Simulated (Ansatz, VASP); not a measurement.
**Si in VASP and in Ansatz**

```
Si
1.0
     0.00000    5.43000    5.43000
     5.43000    0.00000    5.43000
     5.43000    5.43000    0.00000
Si
17
Direct
  0.99958 0.99884 0.00083
  0.12114 0.12849 0.12196
  0.99415 0.00200 0.50196
  0.12111 0.12851 0.62848
  0.99958 0.50084 0.00081
  0.12438 0.62523 0.12521
  0.99958 0.50085 0.49882
  0.12115 0.62199 0.62845
  0.50112 0.00238 0.99421
  0.62729 0.12827 0.12224
  0.50109 0.00237 0.50234
  0.62505 0.12498 0.62498
  0.49803 0.50070 0.00067
  0.62729 0.62228 0.12226
  0.50113 0.49421 0.50236
  0.62729 0.62227 0.62824
  0.37504 0.87498 0.37499
```

Alike in both runs: functional LDA; k mesh 2 × 2 × 2; occupations gaussian, width 0.05 eV; no spin polarisation.

Ansatz relaxed the structure, and its values are those at the end. VASP's run is a single point on that final structure, the one shown.

|  | VASP | Ansatz |
| --- | --- | --- |
| version | VASP 6.6.1 | Ansatz 0.2.0 |
| potentials or method | VASP PAW LDA potentials, release 64 (Si), cutoff 520 eV | scalar-relativistic, plane waves, PAW |
| valence electrons in the cell | 68 | 68 |

|  | VASP | Ansatz | Ansatz less VASP |
| --- | --- | --- | --- |
| rms of the force components (eV/Å) | 0.005 | 0.005 | -0.0006 |

Ansatz warns that its potentials were made for another functional, while VASP's fit it. LDA's correlation is that of Perdew and Zunger in VASP and of Perdew and Wang (1992) in Ansatz.

The k mesh is coarse, so the values compare programs but aren't converged.
